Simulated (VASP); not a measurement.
Ir:

```
CELL_PARAMETERS angstrom
2.73291 0.00000 0.00000
-1.36646 2.36677 0.00000
0.00000 0.00000 4.43234
ATOMIC_POSITIONS crystal
Ir 0.33333 0.66667 0.25000
Ir 0.66667 0.33333 0.75000
```

This isn't the form of Ir at room conditions, which is fcc.

Base run:

- Program: VASP 6.6.1
- Functional: r2SCAN
- Potentials or basis: VASP PAW PBE potentials, release 64 (Ir_sv_GW)
- Cutoff: 620 eV
- k mesh: 11 × 11 × 6
- Occupations: fermi-dirac, width 0.05 eV
- Spin: no spin polarisation

Its results: band gap on the k mesh zero (bands 17 and 18 overlap by 3.29 eV); pressure -2.6 GPa.

Problem. The run is repeated on the same cell with these changes: functional from r2SCAN to PBE0; cutoff from 620 eV to 420 eV; k mesh from 11 × 11 × 6 to 6 × 6 × 4. What comes out?

Solution. Band gap on the k mesh zero (bands 17 and 18 overlap by 4.71 eV); pressure -10.0 GPa.

Several settings changed at once.

Caveats: some runs use coarse meshes; the PAW data sets were made with another functional, which shifts forces and pressure a little; spin-orbit coupling is left out, which moves the levels of the heavy elements.
